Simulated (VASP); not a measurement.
A run of VASP 6.6.1:

The input INCAR:

```
SYSTEM = ReBi2
PREC = Accurate
ENCUT = 520
EDIFF = 1E-6
ISMEAR = 0
SIGMA = 0.1
LREAL = .FALSE.
LASPH = .TRUE.
NELM = 100
ALGO = Fast
ISIF = 2
LWAVE = .FALSE.
LCHARG = .FALSE.
GGA = PE
NBANDS = 46
```

KPOINTS

```
regular mesh
0
G
  4 4 4
  0 0 0
```

Contents of POSCAR:

```
ReBi2
1.0
    6.3620754614      0.0000000000      0.0000000000
    0.0000000000      7.0854267259      0.0000000000
    0.0000000000      0.0000000000      3.4135278237
Re Bi
2 4
Direct
    0.0000000000      0.0000000000      0.0000000000
    0.5000000000      0.5000000000      0.5000000000
    0.1949475869      0.3520821914      0.0000000000
    0.8050524131      0.6479178086      0.0000000000
    0.6949475869      0.1479178086      0.5000000000
    0.3050524131      0.8520821914      0.5000000000
```

Potentials or basis: VASP PAW PBE potentials, release 64 (Re, Bi_d).

Run with:

```bash
$ cat potpaw_PBE.64/Re/POTCAR potpaw_PBE.64/Bi_d/POTCAR > POTCAR
$ mpirun -np 1 vasp_std > vasp.out
```

Hardware: 1 thread of Intel(R) Xeon(R) 6975P-C (Granite Rapids), with other jobs on the host.

Q: How long does it take, and how much memory?

A: It took 2.6 min on 1 thread of Intel(R) Xeon(R) 6975P-C (Granite Rapids), with other jobs on the host, peak memory 0.34 GiB. Counts: scf iterations 26, k points 27.
